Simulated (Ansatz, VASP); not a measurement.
## Two plane-wave programs on Ge

```xyz
2
Lattice="0.0000 2.9610 2.9610 2.9610 0.0000 2.9610 2.9610 2.9610 0.0000" Properties=species:S:1:pos:R:3 pbc="T T T"
Ge    2.9610    2.9610    2.9610
Ge    4.4415    4.4415    4.4415
```

Alike in both runs: task single point; functional PBE; k mesh 9 × 9 × 9; occupations fermi-dirac, width 0.05 eV; no spin polarisation.

|  | VASP | Ansatz |
| --- | --- | --- |
| version | VASP 6.6.1 | Ansatz 0.2.0 |
| potentials or method | VASP PAW PBE potentials, release 64 (Ge_d), cutoff 520 eV | plane waves (420 eV) with PAW, scalar-relativistic |
| valence electrons in the cell | 28 | 28 |

VASP gave:

| Property | Result |
| --- | --- |
| pressure (GPa) | -4.0 |

Q: What did Ansatz give for the same quantities?

A: Pressure (GPa): -3.9.
